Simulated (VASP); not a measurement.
# WC (P1) in VASP: notebook

WC is run at these levels: PBE; tasks: single point.

All numbers are computed with VASP 6.6.1; they aren't measurements. Logs are shortened: lines on timing, memory, paths and dates and some standing lists are left out, and cuts for length are marked.

**1. The cell of the first run**

The typed cell holds 2 atoms: a = 2.922 Å, b = 2.922 Å, c = 2.847 Å, α = 90.00°, β = 90.00°, γ = 120.00°.

**2. Single point, PBE (atom 1 (W) moved by (-0.150, -0.150) A along x and z)**

Contents of INCAR:

```
ALGO = Fast
EDIFF = 1E-6
ENCUT = 520
GGA = PE
ISIF = 2
ISMEAR = 0
LASPH = True
LCHARG = True
LELF = True
LREAL = False
LVHAR = True
LWAVE = False
NBANDS = 16
NELM = 100
PREC = Accurate
SIGMA = 0.15
```

Contents of KPOINTS:

```
k-points
0
Gamma
  24 24 22
```

Contents of POSCAR:

```
WC
1.0
    2.9217716515      0.0000000000      0.0000000000
   -1.4608858258      2.5303284743      0.0000000000
    0.0000000000      0.0000000000      2.8470758817
W C
1 1
Direct
   -0.0513387143      0.0000000000     -0.0526856347
    0.6666666667      0.3333333333      0.5000000000
```

Potentials or basis: VASP PAW PBE potentials, release 64 (W_sv, C).

Command:

```sh
$ cat potpaw_PBE.64/W_sv/POTCAR potpaw_PBE.64/C/POTCAR > POTCAR
$ mpirun -np 1 vasp_std > vasp.out
```

OUTCAR:

```text
EDIFF = 1E-6
   ENCUT = 520
   GGA = PE
   ISIF = 2
   ISMEAR = 0
   LASPH = True
   LREAL = False
   NELM = 100
   PREC = Accurate

 ion  position               nearest neighbor table
   1  0.949  0.000  0.947-   2 2.01   2 2.12   2 2.21   2 2.22   2 2.31   2 2.40
   2  0.667  0.333  0.500-   1 2.01   1 2.12   1 2.21   1 2.22   1 2.31   1 2.40

  LATTYP: Found a hexagonal cell.
 ALAT       =     2.9217716515
 C/A-ratio  =     0.9744347681

  Lattice vectors:

 A1 = (   2.9217716515,   0.0000000000,   0.0000000000)
 A2 = (  -1.4608858258,   2.5303284743,   0.0000000000)
 A3 = (   0.0000000000,   0.0000000000,   2.8470758817)

Analysis of symmetry for initial positions (statically):
=====================================================================
 Subroutine PRICEL returns:
 Original cell was already a primitive cell.

 Routine SETGRP: Setting up the symmetry group for a
 hexagonal supercell.

 Subroutine GETGRP returns: Found  1 space group operations
 (whereof  1 operations were pure point group operations)
 out of a pool of 24 trial point group operations.

The static configuration has the point symmetry C_1 .

Analysis of symmetry for dynamics (positions and initial velocities):
=====================================================================
 Subroutine PRICEL returns:
 Original cell was already a primitive cell.

 Routine SETGRP: Setting up the symmetry group for a
 hexagonal supercell.

 Subroutine GETGRP returns: Found  1 space group operations
 (whereof  1 operations were pure point group operations)
 out of a pool of 24 trial point group operations.

The dynamic configuration has the point symmetry C_1 .

 Subroutine INISYM returns: Found  1 space group operations
 (whereof  1 operations are pure point group operations),
 and found     1 'primitive' translations

----------------------------------------------------------------------------------------

                                     Primitive cell

  volume of cell :      21.0486

  direct lattice vectors                    reciprocal lattice vectors
     2.921771651  0.000000000  0.000000000     0.342258095  0.197602803  0.000000000
    -1.460885826  2.530328474  0.000000000     0.000000000  0.395205607  0.000000000
     0.000000000  0.000000000  2.847075882     0.000000000  0.000000000  0.351237565

  length of vectors
     2.921771651  2.921771652  2.847075882     0.395205607  0.395205607  0.351237565

  position of ions in fractional coordinates (direct lattice)
     0.948661286  0.000000000  0.947314365
     0.666666667  0.333333333  0.500000000

  ion indices of the primitive-cell ions
   primitive index   ion index
                 1           1
                 2           2

----------------------------------------------------------------------------------------

 KPOINTS: k-points

Automatic generation of k-mesh.
 Grid dimensions read from file:
 generate k-points for:   24   24   22

 Generating k-lattice:

  Cartesian coordinates                     Fractional coordinates (reciprocal lattice)
     0.014260754  0.008233450  0.000000000     0.041666667 -0.000000000  0.000000000
     0.000000000  0.016466900  0.000000000     0.000000000  0.041666667  0.000000000
     0.000000000  0.000000000  0.015965344     0.000000000  0.000000000  0.045454545

  Length of vectors
     0.016466900  0.016466900  0.015965344

  Shift w.r.t. Gamma in fractional coordinates (k-lattice)
     0.000000000  0.000000000  0.000000000

 Subroutine IBZKPT returns following result:
 ===========================================

 Found   6340 irreducible k-points:

 Following reciprocal coordinates:
            Coordinates               Weight
  0.000000  0.000000  0.000000      1.000000
  0.041667 -0.000000  0.000000      2.000000
  0.000000  0.041667  0.000000      2.000000
 -0.041667  0.041667  0.000000      2.000000
  0.083333  0.000000  0.000000      2.000000
  0.000000  0.083333  0.000000      2.000000
[... 16 lines left out ...]
  0.333333  0.000000  0.000000      2.000000
  0.000000  0.333333  0.000000      2.000000
 [... further k-points ...]
   k-points           NKPTS =   6340   k-points in BZ     NKDIM =   6340   number of bands    NBANDS=     16
   number of dos      NEDOS =    301   number of ions     NIONS =      2
   total plane-waves  NPLWV =  13824
   dimension x,y,z NGX =    24 NGY =   24 NGZ =   24
   dimension x,y,z NGXF=    48 NGYF=   48 NGZF=   48
   ions per type =               1   1
   NGX,Y,Z   is equivalent  to a cutoff of  13.66, 13.66, 14.01 a.u.
   NGXF,Y,Z  is equivalent  to a cutoff of  27.31, 27.31, 28.03 a.u.
 SYSTEM =  unknown system
   PREC   = accura    normal or accurate (medium, high low for compatibility)
   ISTART =      0    job   : 0-new  1-cont  2-samecut
   ICHARG =      2    charge: 1-file 2-atom 10-const
   ISPIN  =      1    spin polarized calculation?
   LNONCOLLINEAR =      F non collinear calculations
   LSORBIT =      F    spin-orbit coupling
   LASPH  =      T    aspherical Exc in radial PAW
   ENCUT  =  520.0 eV  38.22 Ry    6.18 a.u.   5.43  5.43  5.29*2*pi/ulx,y,z
   NELM   =    100;   NELMIN=  2; NELMDL= -5     # of ELM steps
   EDIFF  = 0.1E-05   stopping-criterion for ELM
   LREAL  =      F    real-space projection
   EDIFFG = 0.1E-04   stopping-criterion for IOM
   NSW    =      0    number of steps for IOM
   IBRION =     -1    ionic relax: 0-MD 1-quasi-New 2-CG
   NFREE  =      0    steps in history (QN), initial steepest desc. (CG)
   ISIF   =      2    stress and relaxation
   ISYM   =      2    0-nonsym 1-usesym 2-fastsym
   POTIM  = 0.5000    time-step for ionic-motion
   TEBEG  =    0.0;   TEEND  =   0.0 temperature during run
   PSTRESS=    0.0 pullay stress
   NELECT =      18.0000    total number of electrons
   NUPDOWN=      -1.0000    fix difference up-down
   EMIN   =  10.00;   EMAX   =-10.00  energy-range for DOS
   EFERMI =   0.00;   METHOD = LEGACY
   ISMEAR =     0;   SIGMA  =   0.15  broadening in eV -4-tet -1-fermi 0-gaus
   EFERMI_NEDOS =   21; number of points for ismear=-14 and -15
   IALGO  =     68    algorithm
   IMIX   =      4    mixing-type and parameters
     AMIX     =   0.40;   BMIX     =  1.00
     AMIX_MAG =   1.60;   BMIX_MAG =  1.00
  volume/ion in A,a.u.               =      10.52        71.02
  Fermi-wavevector in a.u.,A,eV,Ry     =   1.553907  2.936458 32.852980  2.414626
  Thomas-Fermi vector in A             =   2.658070
   LORBIT       =      0    0 simple, 1 ext, 2 COOP (PROOUT), +10 PAW based schemes
   GGA     = PE    functional components
   LHFCALC =     F    Hartree Fock is set to
   AEXX    =    0.0000 exact exchange contribution
   IVDW    =     0    specifies the selected vdW correction
   LEPSILON=     F    determine dielectric tensor
   LRPA    =     F    only Hartree local field effects (RPA)
 non-spin polarized calculation
 RMM-DIIS sequential band-by-band and
 Gauss-broadening in eV      SIGMA  =   0.15
  energy-cutoff  :      520.00
  volume of cell :       21.05
 maximum number of plane-waves:       587
 NGX is ok and might be reduce to    24
   NGX = 11   NGY = 11   NGZ = 11

 number of electron      18.0000000 magnetization

 Free energy of the ion-electron system (eV)
  ---------------------------------------------------
  ext. energy  EPLUGINS =         0.00000000
  ---------------------------------------------------
  free energy    TOTEN  =       -22.11644360 eV

  energy without entropy =      -22.11332526  energy(sigma->0) =      -22.11488443

 E-fermi :  10.9592     XC(G=0): -13.6996

 val. band max:       10.9590204429   @ k =   0.0417   0.4583   0.5000
 cond. band min:      10.9600239789   @ k =  -0.0833   0.0417   0.3636
 fundamental gap:      0.0010035360
 Fermi energy:        10.9591873668

 k-point     1 :       0.0000    0.0000    0.0000
  band No.  band energies     occupation
      1     -63.0915      2.00000
      2     -27.0946      2.00000
      3     -27.0051      2.00000
      4     -26.9965      2.00000
      5      -3.4608      2.00000
      6       6.2857      2.00000
[... 8 lines left out ...]
     15      24.4872      0.00000
     16      26.6954      0.00000

 k-point     2 :       0.0417   -0.0000    0.0000
  band No.  band energies     occupation
      1     -63.0906      2.00000
      2     -27.0934      2.00000
      3     -27.0151      2.00000
      4     -27.0029      2.00000
      5      -3.4179      2.00000
      6       6.3071      2.00000
[... 8 lines left out ...]
     15      24.3538      0.00000
     16      26.8921      0.00000

 k-point     3 :       0.0000    0.0417    0.0000
  band No.  band energies     occupation
      1     -63.0906      2.00000
      2     -27.0932      2.00000
      3     -27.0189      2.00000
      4     -26.9996      2.00000
      5      -3.4154      2.00000
      6       6.3014      2.00000
[... 8 lines left out ...]
     15      24.4436      0.00000
     16      26.7632      0.00000

 k-point     4 :      -0.0417    0.0417    0.0000
  band No.  band energies     occupation
      1     -63.0906      2.00000
      2     -27.0935      2.00000
      3     -27.0128      2.00000
      4     -27.0055      2.00000
      5      -3.4135      2.00000
      6       6.2925      2.00000
[... 8 lines left out ...]
     15      24.5047      0.00000
     16      26.7884      0.00000

 k-point     5 :       0.0833    0.0000    0.0000
  band No.  band energies     occupation
      1     -63.0879      2.00000
      2     -27.0913      2.00000
      3     -27.0516      2.00000
      4     -27.0130      2.00000
      5      -3.2912      2.00000
      6       6.3509      2.00000
[... 8 lines left out ...]
     15      24.0800      0.00000
     16      27.3380      0.00000

 k-point     6 :       0.0000    0.0833    0.0000
  band No.  band energies     occupation
      1     -63.0879      2.00000
      2     -27.0899      2.00000
      3     -27.0584      2.00000
      4     -27.0084      2.00000
      5      -3.2809      2.00000
      6       6.3248      2.00000
[... 8 lines left out ...]
     15      24.3431      0.00000
     16      26.9600      0.00000

 k-point     7 :      -0.0833    0.0833    0.0000
  band No.  band energies     occupation
      1     -63.0879      2.00000
      2     -27.0929      2.00000
      3     -27.0484      2.00000
      4     -27.0162      2.00000
      5      -3.2735      2.00000
      6       6.2882      2.00000
[... 8 lines left out ...]
     15      24.5574      0.00000
     16      27.0579      0.00000

 k-point     8 :       0.1250    0.0000    0.0000
  band No.  band energies     occupation
      1     -63.0836      2.00000
      2     -27.1233      2.00000
      3     -27.0758      2.00000
      4     -27.0268      2.00000
      5      -3.0871      2.00000
      6       6.3193      2.00000
[... 8 lines left out ...]
     15      23.8300      0.00000
     16      27.8303      0.00000

 k-point     9 :       0.0000    0.1250    0.0000
  band No.  band energies     occupation
      1     -63.0835      2.00000
      2     -27.1269      2.00000
      3     -27.0793      2.00000
      4     -27.0217      2.00000
      5      -3.0635      2.00000
      6       6.2624      2.00000
[... 8 lines left out ...]
     15      24.2510      0.00000
     16      27.2576      0.00000
[... 172 lines left out ...]
 k-point    19 :      -0.2500    0.2500    0.0000
  band No.  band energies     occupation
      1     -63.0640      2.00000
      2     -27.4080      2.00000
      3     -27.0976      2.00000
      4     -27.0358      2.00000
      5      -1.9510      2.00000
      6       5.1706      2.00000
[... 8 lines left out ...]
     15      25.4038      0.00000
     16      28.2522      0.00000

 k-point    20 :       0.2917   -0.0000    0.0000
  band No.  band energies     occupation
      1     -63.0574      2.00000
      2     -27.4938      2.00000
      3     -27.1196      2.00000
      4     -27.0256      2.00000
      5      -1.7518      2.00000
      6       5.0317      2.00000
[... 8 lines left out ...]
     15      24.3806      0.00000
     16      28.1849      0.00000

 k-point    21 :       0.0000    0.2917    0.0000
  band No.  band energies     occupation
      1     -63.0571      2.00000
      2     -27.5063      2.00000
      3     -27.1184      2.00000
      4     -27.0219      2.00000
      5      -1.6062      2.00000
      6       4.8905      2.00000
[... 8 lines left out ...]
     15      24.9708      0.00000
     16      27.6693      0.00000

 k-point    22 :      -0.2917    0.2917    0.0000
  band No.  band energies     occupation
      1     -63.0569      2.00000
      2     -27.5091      2.00000
      3     -27.1213      2.00000
      4     -27.0221      2.00000
      5      -1.4985      2.00000
      6       4.7655      2.00000
[... 8 lines left out ...]
     15      25.8354      0.00000
     16      27.7729      0.00000

 k-point    23 :       0.3333    0.0000    0.0000
  band No.  band energies     occupation
      1     -63.0508      2.00000
      2     -27.5841      2.00000
      3     -27.1408      2.00000
      4     -27.0138      2.00000
      5      -1.3831      2.00000
      6       4.7532      2.00000
[... 8 lines left out ...]
     15      24.8299      0.00000
     16      27.3710      0.00000

 k-point    24 :       0.0000    0.3333    0.0000
  band No.  band energies     occupation
      1     -63.0505      2.00000
      2     -27.5981      2.00000
      3     -27.1395      2.00000
      4     -27.0099      2.00000
      5      -1.1862      2.00000
      6       4.5601      2.00000
[... 8 lines left out ...]
     15      25.2512      0.00000
     16      27.0416      0.00000

 [... further k-points ...]
[... 5 lines left out ...]
  --------------------------------------------------------------------------------------
  -------------------------------------------------------------------------------------
  Total        1.0423099      0.9757097      1.7022701     -0.9762881     -0.2281133      1.1021031
  in kB       79.3387247     74.2692451    129.5736951    -74.3132691    -17.3635694     83.8900742
  external PRESSURE =      94.3938883 kB  Pullay stress =       0.0000000 kB

 VOLUME and BASIS-vectors are now :
 -----------------------------------------------------------------------------
  energy-cutoff  :      520.00
  volume of cell :       21.05
      direct lattice vectors                 reciprocal lattice vectors
     2.921771651  0.000000000  0.000000000     0.342258095  0.197602803  0.000000000
    -1.460885826  2.530328474  0.000000000     0.000000000  0.395205607  0.000000000
     0.000000000  0.000000000  2.847075882     0.000000000  0.000000000  0.351237565

 POSITION                                       TOTAL-FORCE (eV/Angst)
 -----------------------------------------------------------------------------------
      2.77177      0.00000      2.69708         2.393240     -0.278123      2.242251
      1.46089      0.84344      1.42354        -2.393240      0.278123     -2.242251
 -----------------------------------------------------------------------------------
    total drift:                               -0.000096      0.000086     -0.000395

  FREE ENERGIE OF THE ION-ELECTRON SYSTEM (eV)
  ---------------------------------------------------
  free  energy   TOTEN  =       -22.1164436042 eV

  energy  without entropy=      -22.1133252642  energy(sigma->0) =      -22.11488443
```

Run time: 30 min. Hardware: 1 thread of Oxide Virtual Turin-like, shared host; peak memory 1.9 GiB.

Results:

```
Free energy            : -22.1164 eV
Pressure               : 9.4 GPa
Largest force          : 3.291 eV/Å
Band gap on the k mesh : zero (bands 9 and 10 overlap by 1.06 eV)
```

Forces in eV/Å, atoms in the order of the input:
```
W    2.393 -0.278  2.242
C   -2.393  0.278 -2.242
```

Stress tensor (GPa, compression positive):
```
 7.93 -7.43  8.39
-7.43  7.43 -1.74
 8.39 -1.74 12.96
```

Levels at points of the mesh, in eV from the Fermi level:
```csv
k point,band 5,band 6,band 7,band 8,band 9,band 10,band 11,band 12,band 13,band 14
"(0.00, 0.00, 0.00)",-14.42,-4.67,-3.62,-3.24,0.32,2.70,3.24,4.80,5.78,7.25
"(0.50, 0.00, 0.00)",-11.51,-6.67,-3.97,-2.89,-0.86,2.41,4.52,4.88,5.40,10.08
"(0.00, 0.50, 0.00)",-11.13,-7.06,-4.12,-3.45,-0.33,2.46,4.27,4.79,6.32,10.16
"(0.50, 0.50, 0.00)",-10.81,-7.45,-4.06,-3.54,-0.52,2.58,4.12,4.56,6.73,10.47
"(0.00, 0.00, 0.50)",-10.61,-8.53,-3.13,-1.66,-0.57,-0.33,3.21,3.82,5.99,9.70
"(0.50, 0.00, 0.50)",-10.94,-6.89,-4.78,-4.44,0.69,4.18,5.10,6.13,9.24,9.71
"(0.00, 0.50, 0.50)",-11.34,-6.49,-4.44,-3.89,0.13,4.16,5.12,5.71,8.98,9.91
"(0.50, 0.50, 0.50)",-11.62,-6.21,-4.08,-3.74,-0.24,4.24,5.15,6.23,8.56,9.98
```

Caveat: the cell differs from its parent crystal (atom 1 (W) moved by (-0.150, -0.150) A along x and z); the cell stands under pressure; spin-orbit coupling is left out, which moves the levels of the heavy elements; forces of over 1 eV/Å act on the atoms, so gaps and moduli don't describe the material at rest.

**3. Single point, PBE (atom 1 (W) moved by (-0.300, -0.150) A along x and z)**

Contents of INCAR:

```
SYSTEM = WC
ALGO = Fast
EDIFF = 1E-6
ENCUT = 520
GGA = PE
ISIF = 2
ISMEAR = 0
LASPH = .TRUE.
LCHARG = .TRUE.
LELF = .TRUE.
LREAL = .FALSE.
LVHAR = .TRUE.
LWAVE = .FALSE.
NBANDS = 16
NELM = 80
PREC = Accurate
SIGMA = 0.15
```

Contents of KPOINTS:

```
k-points
0
G
  24 24 22
  0 0 0
```

POSCAR, as its differences from that of step 2:

```diff
@@ -8,3 +8,3 @@
 Direct
-   -0.0513387143      0.0000000000     -0.0526856347
+   -0.1026774286      0.0000000000     -0.0526856347
     0.6666666667      0.3333333333      0.5000000000
```

Potentials or basis: VASP PAW PBE potentials, release 64 (W_sv, C).

Command:

```sh
$ cat potpaw_PBE.64/W_sv/POTCAR potpaw_PBE.64/C/POTCAR > POTCAR
$ mpirun -np 1 vasp_std > vasp.out
```

Run time: 48 min. Hardware: 1 thread of Oxide Virtual Turin-like, shared host; peak memory 1.9 GiB.

Results (log left out):

```yaml
Free_energy: -21.5933 eV
Pressure: 19.7 GPa
Largest_force: 5.376 eV/Å
Band_gap_on_the_k_mesh: zero (bands 9 and 10 overlap by 1.32 eV)
```

Forces on the atoms (eV/Å):
```
W    4.508 -1.050  2.733
C   -4.508  1.050 -2.733
```

Stress tensor (GPa, compression positive):
```
 15.65 -14.23  16.93
-14.23  13.77  -6.59
 16.93  -6.59  29.74
```

Levels at points of the mesh, in eV from the Fermi level:
| k point | band 6 | band 7 | band 8 | band 9 | band 10 | band 11 | band 12 | band 13 |
| --- | --- | --- | --- | --- | --- | --- | --- | --- |
| (0.00, 0.00, 0.00) | -5.14 | -3.85 | -3.04 | -0.21 | 2.16 | 3.21 | 3.95 | 5.23 |
| (0.50, 0.00, 0.00) | -6.58 | -4.55 | -2.93 | -0.73 | 1.97 | 4.31 | 4.87 | 5.00 |
| (0.00, 0.50, 0.00) | -7.35 | -5.00 | -4.10 | 0.47 | 2.17 | 3.97 | 4.89 | 6.84 |
| (0.50, 0.50, 0.00) | -8.12 | -4.67 | -4.14 | -0.30 | 2.43 | 3.63 | 4.58 | 7.18 |
| (0.00, 0.00, 0.50) | -8.72 | -3.98 | -1.61 | -0.81 | 0.03 | 1.84 | 3.73 | 6.97 |
| (0.50, 0.00, 0.50) | -7.38 | -5.55 | -4.87 | 0.98 | 3.98 | 4.80 | 5.81 | 8.44 |
| (0.00, 0.50, 0.50) | -6.45 | -4.70 | -3.62 | -0.31 | 3.63 | 4.45 | 4.90 | 8.59 |
| (0.50, 0.50, 0.50) | -6.01 | -4.04 | -3.65 | -0.84 | 4.07 | 4.93 | 5.44 | 8.42 |

Caveat: the cell differs from its parent crystal (atom 1 (W) moved by (-0.300, -0.150) A along x and z); the cell stands under pressure; spin-orbit coupling is left out, which moves the levels of the heavy elements; forces of over 1 eV/Å act on the atoms, so gaps and moduli don't describe the material at rest.
